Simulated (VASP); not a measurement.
Crystal: MnS.

```xyz
4
Lattice="3.9760 0.0000 0.0000 -1.9880 3.4433 0.0000 0.0000 0.0000 6.4320" Properties=species:S:1:pos:R:3 pbc="T T T"
Mn    0.0000    2.2955    0.0000
Mn    1.9880    1.1478    3.2160
S     0.0000    2.2955    2.4763
S     1.9880    1.1478    5.6923
```

Base run:

* Program: VASP 6.6.1
* Functional: PBE
* Potentials or basis: VASP PAW PBE potentials, release 64 (Mn_pv, S)
* Cutoff: 520 eV
* k mesh: 8 × 8 × 5
* Occupations: fermi-dirac, width 0.05 eV
* Spin: collinear spin, antiferromagnetic start
* Starting moments: [4.5, -4.5, 0.0, 0.0] μB

Its results: band gap on the k mesh 0.70 eV (least direct gap 1.35 eV); pressure -1.3 GPa; net moment 0.00 μB per cell; site moments Mn +4.21, -4.21; S -0.03, +0.03 μB; largest force 0.534 eV/Å.

Problem. The run is repeated on the same cell with these changes: further incar settings from ALGO = Normal; EDIFF = 1e-06; NBANDS = 31 to ALGO = Normal; EDIFF = 1e-07; NBANDS = 31; hubbard terms from none to Mn d U = 4.0 eV. What comes out?

Solution. Band gap on the k mesh 2.30 eV; pressure 3.9 GPa; net moment 0.00 μB per cell; site moments Mn +4.52, -4.52; S -0.01, +0.01 μB; largest force 0.351 eV/Å.

Caveats: the antiferromagnetic order is the one typed at the start, and another may lie lower; the stress differs along the axes, from -5 to 0 GPa (at least some runs); the cell stands under pressure (at least some runs).

A k mesh can miss the band edges.
